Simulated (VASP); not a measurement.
Here is a VASP 6.6.1 calculation.

The input INCAR:

```
PREC = Accurate
ENCUT = 520
EDIFF = 1E-6
ISMEAR = 0
SIGMA = 0.1
LREAL = False
LASPH = True
NELM = 60
ALGO = Normal
ISIF = 2
LWAVE = False
LCHARG = False
GGA = PE
NBANDS = 28
```

KPOINTS

```
Automatic mesh
0
Gamma
  10 10 10
```

Contents of POSCAR:

```
BiO4
1.0
   -2.5496433947      2.5496433947      2.5496433947
    2.5496433947     -2.5496433947      2.5496433947
    2.5496433947      2.5496433947     -2.5496433947
Bi O
1 4
Direct
    0.0000000000      0.0000000000      0.0000000000
    0.0000000000      0.0000000000      0.5000000000
    0.5000000000      0.0000000000      0.0000000000
    0.0000000000      0.5000000000      0.0000000000
    0.5000000000      0.5000000000      0.5000000000
```

Potentials or basis: VASP PAW PBE potentials, release 64 (Bi_d, O).

Launch:

```console
$ cat potpaw_PBE.64/Bi_d/POTCAR potpaw_PBE.64/O/POTCAR > POTCAR
$ mpirun -np 1 vasp_std > vasp.out
```

Task: Estimate the pressure.

Result: 0.3 GPa.

Caveat: an odd number of electrons without spin polarisation forces a metal; a magnetic or distorted state may lie lower.
